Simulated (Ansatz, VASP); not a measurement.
**One calculation of BP, two programs**

File INCAR:

```
  ALGO = Normal
  EDIFF = 1E-6
  ENCUT = 500
  GGA_COMPAT = F
  ISIF = 2
  ISMEAR = 0
  LASPH = T
  LCHARG = T
  LELF = T
  LREAL = F
  LVHAR = T
  LWAVE = F
  NBANDS = 11
  NELM = 120
  PREC = Accurate
  SIGMA = 0.05
```

The input KPOINTS:

```
k-points
0
Gamma
  8 8 8
```

The input POSCAR:

```
BP
1.0
    0.0000000000      2.1264227591      2.1264227591
    2.1264227591      0.0000000000      2.1264227591
    2.1264227591      2.1264227591      0.0000000000
B P
1 1
Direct
    0.0000000000      0.0000000000      0.0000000000
    0.5000000000      0.5000000000      0.5000000000
```

Input for Ansatz:

```yaml
crystal:
  lattice:
    - [0.0, 2.1264227591, 2.1264227591]
    - [2.1264227591, 0.0, 2.1264227591]
    - [2.1264227591, 2.1264227591, 0.0]
  atoms:
    - { symbol: B, position: [0.0, 0.0, 0.0] }
    - { symbol: P, position: [0.5, 0.5, 0.5] }
basis:
  ecutwfc: 420
kpoints:
  mp_grid: { grid: [8, 8, 8] }
hamiltonian:
  xc: lda
scf:
  occupations: { method: gaussian, width: 0.05 }
output:
  forces: true
  stress: true
  eigenvalues: true
```

Alike in both runs: task single point; functional LDA; k mesh 8 × 8 × 8; occupations gaussian, width 0.05 eV; no spin polarisation.

```csv
,VASP,Ansatz
version,VASP 6.6.1,Ansatz 0.2.0
potentials or method,"VASP PAW LDA potentials, release 64 (B, P), cutoff 500 eV","scalar-relativistic, plane waves, PAW"
valence electrons in the cell,8,8
```

|  | VASP | Ansatz | Ansatz less VASP |
| --- | --- | --- | --- |
| gap on the k mesh at the Fermi level (eV) | none | none | - |
| pressure (GPa) | 0.0 | 0.0 | +0.02 |

LDA's correlation is that of Perdew and Zunger in VASP and of Perdew and Wang (1992) in Ansatz. A gap of «none» marks a metal or a gap that the smearing closes.
